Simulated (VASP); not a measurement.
A run of VASP 6.6.1 is set up as follows.

File POSCAR:

```
Li6AuI2N
1.0
    0.0000000000      4.5027190000      4.5027190000
    4.5027190000      0.0000000000      4.5027190000
    4.5027190000      4.5027190000      0.0000000000
Au I N Li
1 2 1 6
Direct
    0.0000000000      0.0000000000      0.0000000000
    0.7500000000      0.7500000000      0.7500000000
    0.2500000000      0.2500000000      0.2500000000
    0.5000000000      0.5000000000      0.5000000000
    0.6834000000      0.3166000000      0.6834000000
    0.6834000000      0.3166000000      0.3166000000
    0.3166000000      0.6834000000      0.3166000000
    0.3166000000      0.6834000000      0.6834000000
    0.6834000000      0.6834000000      0.3166000000
    0.3166000000      0.3166000000      0.6834000000
```

INCAR.step1

```
PREC = Accurate
ENCUT = 520
ISMEAR = -1
SIGMA = 0.085
LREAL = F
LASPH = T
NELM = 80
NBANDS = 35
GGA = PE
ALGO = Normal
EDIFF = 1E-4
LWAVE = T
LCHARG = F
```

File INCAR.step2:

```
PREC = Accurate
ENCUT = 520
EDIFF = 1E-6
ISMEAR = -1
SIGMA = 0.085
LREAL = F
LASPH = T
NELM = 80
ALGO = Normal
ISIF = 2
LWAVE = F
LCHARG = F
METAGGA = R2SCAN
LMIXTAU = T
NBANDS = 35
ISTART = 1
```

File KPOINTS:

```
Automatic mesh
0
Gamma
  5 5 5
```

Potentials or basis: VASP PAW PBE potentials, release 64 (Au, I, N, Li_sv).

Run with:

```console
$ cat potpaw_PBE.64/Au/POTCAR potpaw_PBE.64/I/POTCAR potpaw_PBE.64/N/POTCAR potpaw_PBE.64/Li_sv/POTCAR > POTCAR
$ cp INCAR.step1 INCAR
$ mpirun -np 1 vasp_std > vasp.out
$ cp INCAR.step2 INCAR
$ mpirun -np 1 vasp_std > vasp.out
```

Question: Predict the band gap on the k mesh.

Answer: 2.84 eV, indirect (least direct gap 3.18 eV).

Question: Predict the largest force.

Answer: 3.825 eV/Å.

Forces in eV/Å, atoms in the order of the input:
```
Au   0.000  0.000  0.000
I    0.000  0.000  0.000
I    0.000  0.000  0.000
N    0.000  0.000  0.000
Li   0.000  3.825  0.000
Li  -3.825  0.000  0.000
Li   0.000 -3.825  0.000
Li   3.825  0.000  0.000
Li   0.000  0.000  3.825
Li   0.000  0.000 -3.825
```

Caveat: the PAW data sets were made with another functional, which shifts forces and pressure a little; spin-orbit coupling is left out, which moves the levels of the heavy elements. A k mesh can miss the band edges.
